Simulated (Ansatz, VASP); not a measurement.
**One calculation of Rh, two programs**

```
Rh
1.0
    -0.03803    1.88253    1.88253
     1.88253   -0.03803    1.88253
     1.88253    1.88253   -0.03803
Rh
1
Direct
  0.00000 0.00000 0.00000
```

Change from the starting cell: equal xy, yz and zx shear strains of -2 %.

Alike in both runs: task single point; functional PBEsol; k mesh 16 × 16 × 16; occupations fermi-dirac, width 0.08 eV; no spin polarisation.

|  | VASP | Ansatz |
| --- | --- | --- |
| version | VASP 6.6.1 | Ansatz 0.2.0 |
| potentials or method | VASP PAW PBE potentials, release 64 (Rh_pv), cutoff 520 eV | all-electron LAPW, scalar-relativistic |

|  | VASP | Ansatz | Ansatz less VASP |
| --- | --- | --- | --- |
| pressure (GPa) | -4.6 | -4.5 | +0.09 |
| traceless stress, the component that is largest in VASP (GPa) | 3.97 | 3.96 | -0.004 |

VASP's potentials were made for PBE, not for PBEsol. Ansatz ran all-electron here, and VASP with PAW potentials.
